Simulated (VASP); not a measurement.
Write the native input for VASP 6.6.1 that does the following.

- Task: single point
- Functional: PBEsol
- Potentials or basis: VASP PAW PBE potentials, release 64 (Cu)
- Cutoff: 520 eV
- k mesh: 24 × 24 × 24
- Occupations: gaussian, width 0.15 eV
- Spin: no spin polarisation
- Dipole correction: no
- Further INCAR settings: ALGO = Fast; EDIFF = 1e-06; NBANDS = 12

The structure of Cu lies in POSCAR:

```
Cu
1.0
    0.0000000000      2.0049840879      1.6318565492
    2.0049840879      0.0000000000      1.6318565492
    2.0049840879      2.0049840879      0.0000000000
Cu
1
Direct
    0.0000000000      0.0000000000      0.0000000000
```

This cell differs from its parent crystal: volume 13.120 Å^3 an atom, c/a of the conventional cell 0.8139.

One way to write it, as run:

INCAR

```
SYSTEM = Cu
PREC     = Accurate       ! precision mode
ENCUT    = 520            ! plane-wave cutoff, eV
EDIFF    = 1E-6           ! SCF threshold, eV
ISMEAR   = 0              ! smearing method
SIGMA    = 0.15           ! smearing width, eV
LREAL    = .FALSE.        ! projectors in reciprocal space
LASPH    = .TRUE.         ! aspherical terms in the spheres
NELM     = 80             ! most SCF steps
ALGO     = Fast           ! electronic algorithm
ISIF     = 2              ! what is computed and relaxed
LWAVE    = .FALSE.        ! write WAVECAR
LCHARG   = .TRUE.         ! write CHGCAR
GGA      = PS             ! functional
LELF     = .TRUE.         ! ELF
LVHAR    = .TRUE.       
NBANDS   = 12             ! bands
```

KPOINTS

```
regular mesh
0
G
  24 24 24
  0 0 0
```

Potentials or basis: VASP PAW PBE potentials, release 64 (Cu).

Launch:

```sh
$ cat potpaw_PBE.64/Cu/POTCAR > POTCAR
$ mpirun -np 1 vasp_std > vasp.out
```

Results of the run:

* Pressure: -15.9 GPa

Caveat: the PAW data sets were made with another functional, which shifts forces and pressure a little.

Run time: 71 s on 1 thread of Intel(R) Xeon(R) 6975P-C (Granite Rapids), with other jobs on the host, peak memory 0.27 GiB.
